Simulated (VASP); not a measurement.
Wanted: the native input for a VASP 6.6.1 run.

```yaml
Task: single point
Functional: r2SCAN
Potentials_or_basis: VASP PAW PBE potentials, release 64 (C)
Cutoff: 520 eV
k_mesh: 18 × 18 × 6
Occupations: gaussian, width 0.1 eV
Spin: no spin polarisation
Dipole_correction: no
Further_INCAR_settings: ALGO = Normal; EDIFF = 1e-06; NBANDS = 16
```

Crystal: C.

```
C
1.0
     1.22812   -2.12646    0.00000
     1.22812    2.12646    0.00000
     0.00000    0.00000    7.11555
C
4
Direct
  0.08332 0.91668 0.74992
  0.58332 0.41668 0.25008
  0.91668 0.08332 0.25008
  0.41668 0.58332 0.74992
```

The input as run:

POSCAR

```
C
1.0
    1.2281241541     -2.1264611512      0.0000000000
    1.2281241541      2.1264611512      0.0000000000
    0.0000000000      0.0000000000      7.1155529783
C
4
Direct
    0.0833249879      0.9166750121      0.7499217597
    0.5833249879      0.4166750121      0.2500782403
    0.9166750121      0.0833249879      0.2500782403
    0.4166750121      0.5833249879      0.7499217597
```

INCAR.step1

```
ALGO     = Normal         # electronic algorithm
EDIFF    = 1E-4           # SCF threshold, eV
ENCUT    = 520            # plane-wave cutoff, eV
GGA      = PE             # functional
ISMEAR   = 0              # smearing method
LASPH    = T              # aspherical terms in the spheres
LCHARG   = F              # write CHGCAR
LREAL    = F              # projectors in reciprocal space
LWAVE    = T              # write WAVECAR
NBANDS   = 16             # bands
NELM     = 100            # most SCF steps
PREC     = Accurate       # precision mode
SIGMA    = 0.1            # smearing width, eV
```

INCAR.step2

```
ALGO     = Normal         # electronic algorithm
EDIFF    = 1E-6           # SCF threshold, eV
ENCUT    = 520            # plane-wave cutoff, eV
ISIF     = 2              # what is computed and relaxed
ISMEAR   = 0              # smearing method
ISTART   = 1            
LASPH    = T              # aspherical terms in the spheres
LCHARG   = F              # write CHGCAR
LMIXTAU  = T            
LREAL    = F              # projectors in reciprocal space
LWAVE    = F              # write WAVECAR
METAGGA  = R2SCAN         # meta-GGA
NBANDS   = 16             # bands
NELM     = 100            # most SCF steps
PREC     = Accurate       # precision mode
SIGMA    = 0.1            # smearing width, eV
```

KPOINTS

```
k-points
0
Gamma
  18 18 6
```

Potentials or basis: VASP PAW PBE potentials, release 64 (C).

Command:

```sh
$ cat potpaw_PBE.64/C/POTCAR > POTCAR
$ cp INCAR.step1 INCAR
$ mpirun -np 1 vasp_std > vasp.out
$ cp INCAR.step2 INCAR
$ mpirun -np 1 vasp_std > vasp.out
```

It gave:

| Item | Value |
| --- | --- |
| Pressure | 0.6 GPa |
| Band gap on the k mesh | zero (filled and empty bands touch) |

Caveat: the PAW data sets were made with another functional, which shifts forces and pressure a little.

Wall time 16 min on 1 thread of Intel Xeon 8259CL, with other jobs on the host, peak memory 0.26 GiB.
